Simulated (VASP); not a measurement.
# Na (Im-3m) in VASP: a series of runs, part 2 of 2

VASP 6.6.1.

### Step 5. Single point, PBE (32.53 Å³/atom)

This run uses another cell than the first one, of 32.53 Å³/atom.

File INCAR:

```
ALGO     = Normal         # electronic algorithm
EDIFF    = 1E-7           # SCF threshold, eV
ENCUT    = 520            # plane-wave cutoff, eV
GGA      = PE             # functional
ISIF     = 2              # what is computed and relaxed
ISMEAR   = -1             # smearing method
LASPH    = True           # aspherical terms in the spheres
LCHARG   = True           # write CHGCAR
LELF     = True           # ELF
LREAL    = False          # projectors in reciprocal space
LVHAR    = True         
LWAVE    = False          # write WAVECAR
NBANDS   = 10             # bands
NELM     = 100            # most SCF steps
PREC     = Accurate       # precision mode
SIGMA    = 0.1            # smearing width, eV
```

File KPOINTS:

```
k-points
0
Gamma
  17 17 17
```

File POSCAR:

```
Na
1.0
   -2.0110128284      2.0110128284      2.0110128284
    2.0110128284     -2.0110128284      2.0110128284
    2.0110128284      2.0110128284     -2.0110128284
Na
1
Direct
    0.0000000000      0.0000000000      0.0000000000
```

Potentials or basis: VASP PAW PBE potentials, release 64 (Na_pv).

Command:

```bash
$ cat potpaw_PBE.64/Na_pv/POTCAR > POTCAR
$ mpirun -np 1 vasp_std > vasp.out
```

OUTCAR:

```text
EDIFF = 1E-7
   ENCUT = 520
   GGA = PE
   ISIF = 2
   ISMEAR = -1
   LASPH = True
   LREAL = False
   NELM = 100
   PREC = Accurate

 ion  position               nearest neighbor table
   1  0.000  0.000  0.000-

  LATTYP: Found a body centered cubic cell.
 ALAT       =     4.0220256568

  Lattice vectors:

 A1 = (  -2.0110128284,   2.0110128284,   2.0110128284)
 A2 = (   2.0110128284,  -2.0110128284,   2.0110128284)
 A3 = (   2.0110128284,   2.0110128284,  -2.0110128284)

Analysis of symmetry for initial positions (statically):
=====================================================================
 Subroutine PRICEL returns:
 Original cell was already a primitive cell.

 Routine SETGRP: Setting up the symmetry group for a
 body centered cubic supercell.

 Subroutine GETGRP returns: Found 48 space group operations
 (whereof 48 operations were pure point group operations)
 out of a pool of 48 trial point group operations.

The static configuration has the point symmetry O_h .

Analysis of symmetry for dynamics (positions and initial velocities):
[... 162 lines left out ...]
 Fermi energy:         0.7423214167

 k-point     1 :       0.0000    0.0000    0.0000
  band No.  band energies     occupation
      1     -24.0791      2.00000
      2     -24.0791      2.00000
      3     -24.0791      2.00000
      4      -2.8313      2.00000
      5      13.3396      0.00000
      6      13.3397      0.00000
      7      13.3397      0.00000
      8      14.4186      0.00000
      9      14.4186      0.00000
     10      15.0354      0.00000
[... 287 lines left out ...]
 k-point    24 :       0.1765    0.1765    0.0000
  band No.  band energies     occupation
      1     -24.1148      2.00000
      2     -24.0909      2.00000
      3     -24.0826      2.00000
      4      -1.0581      2.00000
      5       6.8562      0.00000
      6       7.7384      0.00000
      7      10.7218      0.00000
      8      12.9916      0.00000
      9      14.1848      0.00000
     10      16.6064      0.00000

 [... further k-points ...]

------------------------ aborting loop because EDIFF is reached ----------------------------------------

  FORCE on cell =-STRESS in cart. coord.  units (eV):
  Direction    XX          YY          ZZ          XY          YZ          ZX
  --------------------------------------------------------------------------------------
  -------------------------------------------------------------------------------------
  Total        0.2509697      0.2509697      0.2509697      0.0000000      0.0000000      0.0000000
  in kB       12.3602507     12.3602507     12.3602507      0.0000000      0.0000000      0.0000000
  external PRESSURE =      12.3602507 kB  Pullay stress =       0.0000000 kB

 VOLUME and BASIS-vectors are now :
 -----------------------------------------------------------------------------
  energy-cutoff  :      520.00
  volume of cell :       32.53
      direct lattice vectors                 reciprocal lattice vectors
    -2.011012828  2.011012828  2.011012828     0.000000000  0.248630935  0.248630935
     2.011012828 -2.011012828  2.011012828     0.248630935  0.000000000  0.248630935
     2.011012828  2.011012828 -2.011012828     0.248630935  0.248630935  0.000000000

 POSITION                                       TOTAL-FORCE (eV/Angst)
 -----------------------------------------------------------------------------------
      0.00000      0.00000      0.00000        -0.000000      0.000000     -0.000000
 -----------------------------------------------------------------------------------
    total drift:                               -0.000000     -0.000000     -0.000000

  FREE ENERGIE OF THE ION-ELECTRON SYSTEM (eV)
  ---------------------------------------------------
  free  energy   TOTEN  =        -1.3022621072 eV

  energy  without entropy=       -1.2874470218  energy(sigma->0) =       -1.29485456
```

OSZICAR:

```text
N       E                     dE             d eps       ncg     rms          rms(c)
DAV:   1     0.282488979490E+02    0.28249E+02   -0.38059E+03  3308   0.597E+02
DAV:   2    -0.667988934148E+00   -0.28917E+02   -0.28748E+02  3394   0.153E+02
DAV:   3    -0.129862808832E+01   -0.63064E+00   -0.63000E+00  3978   0.239E+01
DAV:   4    -0.130343369551E+01   -0.48056E-02   -0.48053E-02  3912   0.208E+00
DAV:   5    -0.130349227169E+01   -0.58576E-04   -0.58575E-04  3768   0.224E-01    0.219E-01
DAV:   6    -0.130277011620E+01    0.72216E-03   -0.51077E-04  3864   0.269E-01    0.145E-01
DAV:   7    -0.130226701043E+01    0.50311E-03   -0.10095E-03  3756   0.322E-01    0.170E-02
DAV:   8    -0.130226211963E+01    0.48908E-05   -0.43281E-05  4008   0.109E-01    0.214E-03
DAV:   9    -0.130226210716E+01    0.12470E-07   -0.20966E-07  3832   0.426E-03
   1 F= -.13022621E+01 E0= -.12948546E+01  d E =-.148151E-01
```

It took 50 s on 1 thread of Intel Xeon 8259CL, shared host; peak memory 0.18 GiB.

Results:

* Free energy: -1.3023 eV
* Pressure: 1.2 GPa
* Band gap on the k mesh: zero (an odd number of electrons rules out a gap without spin polarisation)

### Step 6. Overview

```tsv
level	cell	k mesh	cutoff (eV)	grid for exact exchange (PRECFOCK)	share of exact exchange	screening parameter	gap on the mesh (eV)	pressure (GPa)
PBE	a = 3.635 Å, angles 109.5°, 1 atom	17 × 17 × 17	500	-	-	-	none	0.0
PBE	a = 3.635 Å, angles 109.5°, 1 atom	6 × 6 × 6	520	-	-	-	none	0.1
HSE06	a = 3.635 Å, angles 109.5°, 1 atom	6 × 6 × 6	520	Normal	0.25	0.2079 1/Å	none	0.2
PBE	a = 3.483 Å, angles 109.5°, 1 atom	17 × 17 × 17	520	-	-	-	none	1.2
```

Alike in all rows: task single point; potentials or basis VASP PAW PBE potentials, release 64 (Na_pv); no spin polarisation; smearing fermi-dirac 0.1 eV.

Caveats: the PAW data sets were made with another functional, which shifts forces and pressure a little (at least some runs).

Absolute energies hang on the potentials; compare differences alone.
